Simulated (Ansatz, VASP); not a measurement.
# One calculation of Se, two programs

INCAR

```
SYSTEM = Se
ALGO     = Normal         ! electronic algorithm
EDIFF    = 1E-8           ! SCF threshold, eV
ENCUT    = 520            ! plane-wave cutoff, eV
GGA      = PS             ! functional
ISIF     = 2              ! what is computed and relaxed
ISMEAR   = -1             ! smearing method
LASPH    = .True.         ! aspherical terms in the spheres
LCHARG   = .False.        ! write CHGCAR
LEFG     = .True.       
LREAL    = .False.        ! projectors in reciprocal space
LWAVE    = .False.        ! write WAVECAR
NBANDS   = 16             ! bands
NELM     = 100            ! most SCF steps
PREC     = Accurate       ! precision mode
SIGMA    = 0.03           ! smearing width, eV
```

Contents of KPOINTS:

```
k-points
0
Gamma
  6 6 5
  0 0 0
```

Contents of POSCAR:

```
Se
1.0
    4.3807057031      0.0000000000      0.0000000000
   -2.1903528516      3.7938024255      0.0000000000
    0.0000000000      0.0000000000      4.9700572638
Se
3
Direct
    0.2254000000      0.0000000000      0.3333333333
    0.0000000000      0.2254000000      0.6666666667
    0.7746000000      0.7746000000      0.0000000000
```

Input for Ansatz:

```yaml
crystal:
  lattice:
    - [4.3807057031, 0.0, 0.0]
    - [-2.1903528516, 3.7938024255, 0.0]
    - [0.0, 0.0, 4.9700572638]
  atoms:
    - { symbol: Se, position: [0.2254, 0.0, 0.3333333333] }
    - { symbol: Se, position: [0.0, 0.2254, 0.6666666667] }
    - { symbol: Se, position: [0.7746, 0.7746, 0.0] }
kpoints:
  mp_grid: { grid: [6, 6, 5] }
scf:
  occupations: { method: fermi_dirac, width: 0.03 }
hamiltonian:
  xc: pbesol
  pseudopotentials: { kind: paw }
output:
  forces: true
  stress: true
  eigenvalues: true
  efg: { contact_densities: true }
  write_density: true
  write_potential: true
  elf: true
  volumetric_format: npy
```

Change from the starting cell: volume scaled by 1.01, PAW files.

Alike in both runs: task electric field gradients; functional PBEsol; k mesh 6 × 6 × 5; occupations fermi-dirac, width 0.03 eV; no spin polarisation.

|  | VASP | Ansatz |
| --- | --- | --- |
| version | VASP 6.6.1 | Ansatz 0.2.0 |
| potentials or method | VASP PAW PBE potentials, release 64 (Se) | PAW with Ansatz's default frozen-core files, scalar-relativistic |
| plane-wave cutoff (eV) | 520 | 420 |
| valence electrons in the cell | 18 | 48 |

```tsv
	VASP	Ansatz	Ansatz less VASP
gap on the k mesh at the Fermi level (eV)	1.24	1.24	+0.001
pressure (GPa)	-0.2	-0.4	-0.18
traceless stress, the component that is largest in VASP (GPa)	0.80	0.73	-0.067
rms of the force components (eV/Å)	0.131	0.106	-0.0251
size of Vzz on the site where it differs most (V/Å²)	492.1	510.2	+18.10
```

VASP's potentials were made for PBE, not for PBEsol. Atom by atom the forces differ by 0.025 eV/Å (rms over components). VASP's potentials hold 18 valence electrons a cell and Ansatz's 48, so a difference there can come from the potentials and not from the codes.
